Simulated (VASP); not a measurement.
# I (Fd-3m) in VASP: notebook, part 3 of 3

VASP 6.6.1.

## (5) Relaxation of cell and atoms, PBEsol, target pressure 40 GPa, at which the enthalpy is minimised

This run uses another cell than the first one, of 42.69 Å³/atom.

Input file INCAR:

```
SYSTEM = I
ALGO     = Normal         ! electronic algorithm
EDIFF    = 1E-7           ! SCF threshold, eV
EDIFFG   = -0.03          ! ionic threshold
ENCUT    = 600            ! plane-wave cutoff, eV
GGA      = PS             ! functional
IBRION   = 2              ! ionic algorithm
ISIF     = 3              ! what is computed and relaxed
ISMEAR   = -1             ! smearing method
LASPH    = .True.         ! aspherical terms in the spheres
LCHARG   = .False.        ! write CHGCAR
LREAL    = .False.        ! projectors in reciprocal space
LWAVE    = .False.        ! write WAVECAR
NELM     = 80             ! most SCF steps
NSW      = 80             ! ionic steps
PREC     = Accurate       ! precision mode
PSTRESS  = 400.0        
SIGMA    = 0.02           ! smearing width, eV
```

Input file KPOINTS:

```
k-points
0
Gamma
  6 6 6
  0 0 0
```

Input file POSCAR:

```
I
1.0
    0.0000000000      3.4950000000      3.4950000000
    3.4950000000      0.0000000000      3.4950000000
    3.4950000000      3.4950000000      0.0000000000
I
2
Direct
    0.0000000000      0.0000000000      0.0000000000
    0.2500000000      0.2500000000      0.2500000000
```

Potentials or basis: VASP PAW PBE potentials, release 64 (I).

On the command line:

```bash
cat potpaw_PBE.64/I/POTCAR > POTCAR
mpirun -np 1 vasp_std > vasp.out
```

OUTCAR:

```text
SYSTEM = I
   EDIFF = 1E-7
   EDIFFG = -0.03
   ENCUT = 600
   GGA = PS
   IBRION = 2
   ISIF = 3
   ISMEAR = -1
   LASPH = .True.
   LREAL = .False.
   NELM = 80
   NSW = 80
   PREC = Accurate
   PSTRESS = 400.0

 ion  position               nearest neighbor table
   1  0.000  0.000  0.000-   2 3.03   2 3.03   2 3.03   2 3.03
   2  0.250  0.250  0.250-   1 3.03   1 3.03   1 3.03   1 3.03

  LATTYP: Found a face centered cubic cell.
 ALAT       =     6.9900000000

  Lattice vectors:

 A1 = (   0.0000000000,   3.4950000000,   3.4950000000)
 A2 = (   3.4950000000,   0.0000000000,   3.4950000000)
 A3 = (   3.4950000000,   3.4950000000,   0.0000000000)

Analysis of symmetry for initial positions (statically):
=====================================================================
 Subroutine PRICEL returns:
 Original cell was already a primitive cell.

 Routine SETGRP: Setting up the symmetry group for a
 face centered cubic supercell.

 Subroutine GETGRP returns: Found 48 space group operations
 (whereof 24 operations were pure point group operations)
 out of a pool of 48 trial point group operations.

The static configuration has the point symmetry T_d .
 The point group associated with its full space group is O_h .

Analysis of symmetry for dynamics (positions and initial velocities):
=====================================================================
 Subroutine PRICEL returns:
 Original cell was already a primitive cell.

 Routine SETGRP: Setting up the symmetry group for a
 face centered cubic supercell.

 Subroutine GETGRP returns: Found 48 space group operations
 (whereof 24 operations were pure point group operations)
 out of a pool of 48 trial point group operations.

The dynamic configuration has the point symmetry T_d .
 The point group associated with its full space group is O_h .

 Subroutine INISYM returns: Found 48 space group operations
 (whereof 24 operations are pure point group operations),
 and found     1 'primitive' translations

----------------------------------------------------------------------------------------

                                     Primitive cell

  volume of cell :      85.3830

  direct lattice vectors                    reciprocal lattice vectors
     0.000000000  3.495000000  3.495000000    -0.143061516  0.143061516  0.143061516
     3.495000000  0.000000000  3.495000000     0.143061516 -0.143061516  0.143061516
     3.495000000  3.495000000  0.000000000     0.143061516  0.143061516 -0.143061516

  length of vectors
     4.942676400  4.942676400  4.942676400     0.247789815  0.247789815  0.247789815

  position of ions in fractional coordinates (direct lattice)
     0.000000000  0.000000000  0.000000000
     0.250000000  0.250000000  0.250000000

  ion indices of the primitive-cell ions
   primitive index   ion index
                 1           1
                 2           2

----------------------------------------------------------------------------------------

 KPOINTS: k-points

Automatic generation of k-mesh.
 Grid dimensions read from file:
 generate k-points for:    6    6    6

 Generating k-lattice:

  Cartesian coordinates                     Fractional coordinates (reciprocal lattice)
    -0.023843586  0.023843586  0.023843586     0.166666667  0.000000000  0.000000000
     0.023843586 -0.023843586  0.023843586     0.000000000  0.166666667  0.000000000
     0.023843586  0.023843586 -0.023843586     0.000000000  0.000000000  0.166666667

  Length of vectors
     0.041298303  0.041298303  0.041298303

  Shift w.r.t. Gamma in fractional coordinates (k-lattice)
     0.000000000  0.000000000  0.000000000

 Subroutine IBZKPT returns following result:
 ===========================================

 Found     16 irreducible k-points:

 Following reciprocal coordinates:
            Coordinates               Weight
  0.000000  0.000000  0.000000      1.000000
  0.166667  0.000000  0.000000      8.000000
  0.333333  0.000000  0.000000      8.000000
  0.500000  0.000000  0.000000      4.000000
  0.166667  0.166667  0.000000      6.000000
  0.333333  0.166667  0.000000     24.000000
[... 8 lines left out ...]
 -0.333333  0.333333  0.166667     24.000000
 -0.333333  0.500000  0.166667     12.000000
   k-points           NKPTS =     16   k-points in BZ     NKDIM =     16   number of bands    NBANDS=     11
   number of dos      NEDOS =    301   number of ions     NIONS =      2
   total plane-waves  NPLWV =  64000
   dimension x,y,z NGX =    40 NGY =   40 NGZ =   40
   dimension x,y,z NGXF=    80 NGYF=   80 NGZF=   80
   ions per type =               2
   NGX,Y,Z   is equivalent  to a cutoff of  13.45, 13.45, 13.45 a.u.
   NGXF,Y,Z  is equivalent  to a cutoff of  26.91, 26.91, 26.91 a.u.
 SYSTEM =  I
   PREC   = accura    normal or accurate (medium, high low for compatibility)
   ISTART =      0    job   : 0-new  1-cont  2-samecut
   ICHARG =      2    charge: 1-file 2-atom 10-const
   ISPIN  =      1    spin polarized calculation?
   LNONCOLLINEAR =      F non collinear calculations
   LSORBIT =      F    spin-orbit coupling
   LASPH  =      T    aspherical Exc in radial PAW
   ENCUT  =  600.0 eV  44.10 Ry    6.64 a.u.   9.87  9.87  9.87*2*pi/ulx,y,z
   NELM   =     80;   NELMIN=  2; NELMDL= -5     # of ELM steps
   EDIFF  = 0.1E-06   stopping-criterion for ELM
   LREAL  =      F    real-space projection
   EDIFFG = -.3E-01   stopping-criterion for IOM
   NSW    =     80    number of steps for IOM
   IBRION =      2    ionic relax: 0-MD 1-quasi-New 2-CG
   NFREE  =      1    steps in history (QN), initial steepest desc. (CG)
   ISIF   =      3    stress and relaxation
   ISYM   =      2    0-nonsym 1-usesym 2-fastsym
   POTIM  = 0.5000    time-step for ionic-motion
   TEBEG  =    0.0;   TEEND  =   0.0 temperature during run
   PSTRESS=  400.0 pullay stress
   NELECT =      14.0000    total number of electrons
   NUPDOWN=      -1.0000    fix difference up-down
   EMIN   =  10.00;   EMAX   =-10.00  energy-range for DOS
   EFERMI =   0.00;   METHOD = LEGACY
   ISMEAR =    -1;   SIGMA  =   0.02  broadening in eV -4-tet -1-fermi 0-gaus
   EFERMI_NEDOS =   21; number of points for ismear=-14 and -15
   IALGO  =     38    algorithm
   IMIX   =      4    mixing-type and parameters
     AMIX     =   0.40;   BMIX     =  1.00
     AMIX_MAG =   1.60;   BMIX_MAG =  1.00
  volume/ion in A,a.u.               =      42.69       288.10
  Fermi-wavevector in a.u.,A,eV,Ry     =   0.896039  1.693269 10.923930  0.802886
  Thomas-Fermi vector in A             =   2.018447
   LORBIT       =      0    0 simple, 1 ext, 2 COOP (PROOUT), +10 PAW based schemes
   GGA     = PS    functional components
   LHFCALC =     F    Hartree Fock is set to
   AEXX    =    0.0000 exact exchange contribution
   IVDW    =     0    specifies the selected vdW correction
   LEPSILON=     F    determine dielectric tensor
   LRPA    =     F    only Hartree local field effects (RPA)
 conjugate gradient relaxation of ions
 non-spin polarized calculation
  energy-cutoff  :      600.00
  volume of cell :       85.38
 maximum number of plane-waves:      2884
   NGX = 19   NGY = 19   NGZ = 19

--------------------------------------- Ionic step        1  -------------------------------------------

 number of electron      14.0000000 magnetization

 Free energy of the ion-electron system (eV)
  ---------------------------------------------------
  ext. energy  EPLUGINS =         0.00000000
  ---------------------------------------------------
  free energy    TOTEN  =        -1.84223516 eV

  energy without entropy =       -1.83609045  energy(sigma->0) =       -1.83916281

------------------------ aborting loop because EDIFF is reached ----------------------------------------

  FORCE on cell =-STRESS in cart. coord.  units (eV):
  Direction    XX          YY          ZZ          XY          YZ          ZX
  --------------------------------------------------------------------------------------
  -------------------------------------------------------------------------------------
  Total        3.8712352      3.8712352      3.8712352      0.0000000      0.0000000      0.0000000
  in kB       72.6421355     72.6421355     72.6421355      0.0000000      0.0000000      0.0000000
  external PRESSURE =    -327.3578645 kB  Pullay stress =     400.0000000 kB
[... 751 lines left out ...]
  enthalpy is  TOTEN    =        15.9757562703 eV   P V=       14.6644384475

--------------------------------------- Ionic step        9  -------------------------------------------

 number of electron      14.0000001 magnetization

 Free energy of the ion-electron system (eV)
  ---------------------------------------------------
  ext. energy  EPLUGINS =         0.00000000
  ---------------------------------------------------
  free energy    TOTEN  =         1.46231409 eV

  energy without entropy =        1.46750401  energy(sigma->0) =        1.46490905

 E-fermi :   8.5985     XC(G=0):  -9.7267

 val. band max:        8.5938024704   @ k =  -0.3333   0.3333   0.1667
 cond. band min:       8.6726153335   @ k =  -0.3333   0.3333   0.1667
 fundamental gap:      0.0788128631
 Fermi energy:         8.5984804915

 k-point     1 :       0.0000    0.0000    0.0000
  band No.  band energies     occupation
      1      -9.7470      2.00000
      2      -1.6681      2.00000
      3       2.4753      2.00000
      4       2.4753      2.00000
      5       2.4753      2.00000
      6       5.7707      2.00000
      7       5.7707      2.00000
      8       5.7707      2.00000
      9      11.2141      0.00000
     10      13.4719      0.00000
     11      13.4719      0.00000
[... 237 lines left out ...]
  FREE ENERGIE OF THE ION-ELECTRON SYSTEM (eV)
  ---------------------------------------------------
  free  energy   TOTEN  =         1.4623140854 eV

  energy  without entropy=        1.4675040127  energy(sigma->0) =        1.46490905

  enthalpy is  TOTEN    =        15.9727794497 eV   P V=       14.5104653643

 reached required accuracy - stopping structural energy minimisation
```

Wall time 3.3 min (1 thread of Intel Xeon Platinum 8259CL at 2.50GHz (Skylake/Cascade Lake), shared host); peak memory 0.27 GiB.

What came out:

| Item | Value |
| --- | --- |
| Free energy | 1.4623 eV |
| Relaxed volume | 29.06 Å³/atom |
| Relaxed cell | a = 4.348 Å, b = 4.348 Å, c = 4.348 Å, α = 60.00°, β = 60.00°, γ = 60.00° |
| Space group after relaxing (to 0.1 Å) | Fd-3m (No. 227) |
| Energy change on relaxing (the run minimises the enthalpy) | +1652.3 meV/atom |
| Ionic steps | 9 |
| Pressure after relaxing | 40.0 GPa |
| Band gap on the k mesh | zero (bands 7 and 8 overlap by 4.48 eV) |

Step by step:
| step | energy change (eV) | largest force (eV/Å) | pressure (GPa) | volume (Å³) |
| --- | --- | --- | --- | --- |
| 1 | 0.0000 | 0.0000 | 7.26 | 85.38 |
| 2 | 103.9686 | 0.0000 | 2071.18 | 16.59 |
| 3 | 0.4811 | 0.0000 | 12.40 | 77.39 |
| 4 | 0.9806 | 0.0000 | 17.32 | 71.96 |
| 5 | 3.6436 | 0.0000 | 43.45 | 56.82 |
| 6 | 3.2527 | 0.0000 | 39.47 | 58.33 |
| 7 | 3.3709 | 0.0000 | 40.68 | 57.86 |
| 8 | 3.1536 | 0.0000 | 38.47 | 58.74 |
| 9 | 3.3046 | 0.0000 | 40.00 | 58.12 |

Final structure:
```
CELL_PARAMETERS angstrom
0.00000 3.07445 3.07445
3.07445 0.00000 3.07445
3.07445 3.07445 0.00000
ATOMIC_POSITIONS crystal
I 0.00000 0.00000 0.00000
I 0.25000 0.25000 0.25000
```

Levels at points of the mesh, in eV from the Fermi level:
```
           k point  band 4  band 5  band 6  band 7  band 8  band 9  band 10  band 11
(0.00, 0.00, 0.00)   -6.12   -6.12   -2.83   -2.83   -2.83    2.62     4.87     4.87
(0.50, 0.00, 0.00)   -7.03   -6.16   -1.46   -1.46    1.53    4.62     4.94     5.71
(0.50, 0.50, 0.00)   -8.00   -3.83   -3.83    1.65    1.65    4.73     4.73     7.05
```

Caveat: the cell is relaxed towards a set pressure, so the run minimises the enthalpy, not the energy; the volume moved by over 15 % at a fixed basis, so the end points are rough; the PAW data sets were made with another functional, which shifts forces and pressure a little; spin-orbit coupling is left out, which moves the levels of the heavy elements.

## (6) Overview

```csv
task,cell,cutoff (eV),gap on the mesh (eV),pressure (GPa)
single point,"a = 5.408 Å, angles 60.0°, 2 atoms",520,none,0.0
relaxation of cell and atoms,"relaxed from a = 4.943 Å, angles 60.0°, 2 atoms",600,none,0.1
relaxation of cell and atoms,"relaxed to 20 GPa from a = 4.943 Å, angles 60.0°, 2 atoms",600,none,20.0
relaxation of cell and atoms,"relaxed to 40 GPa from a = 4.943 Å, angles 60.0°, 2 atoms",600,none,40.0
```

Alike in all rows: level PBEsol; potentials or basis VASP PAW PBE potentials, release 64 (I); no spin polarisation; k mesh 6 × 6 × 6; smearing fermi-dirac 0.02 eV.

Caveats: the PAW data sets were made with another functional, which shifts forces and pressure a little; spin-orbit coupling is left out, which moves the levels of the heavy elements; the volume moved by over 15 % at a fixed basis, so the end points are rough (at least some runs); the cell is relaxed towards a set pressure, so the run minimises the enthalpy, not the energy (at least some runs).

Total energies depend on the potentials used, so only differences within one code and one set of settings carry meaning.
